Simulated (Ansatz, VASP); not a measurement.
# One calculation of Ti, two programs

```xyz
2
Lattice="1.4321 -2.4805 0.0000 1.4321 2.4805 0.0000 0.0000 0.0000 4.5378" Properties=species:S:1:pos:R:3 pbc="T T T"
Ti    1.4321   -0.8268    1.1344
Ti    1.4321    0.8268    3.4033
```

Alike in both runs: task single point; functional LDA; k mesh 16 × 16 × 9; occupations fermi-dirac, width 0.1 eV; no spin polarisation.

|  | VASP | Ansatz |
| --- | --- | --- |
| version | VASP 6.6.1 | Ansatz 0.2.0 |
| potentials or method | VASP PAW LDA potentials, release 64 (Ti_sv), cutoff 520 eV | all-electron LAPW, scalar-relativistic |

```tsv
	VASP	Ansatz	Ansatz less VASP
gap on the k mesh at the Fermi level (eV)	none	none	-
pressure (GPa)	-0.1	0.0	+0.12
```

LDA's correlation is that of Perdew and Zunger in VASP and of Perdew and Wang (1992) in Ansatz. A gap of «none» marks a metal or a gap that the smearing closes. Ansatz ran all-electron here, and VASP with PAW potentials.
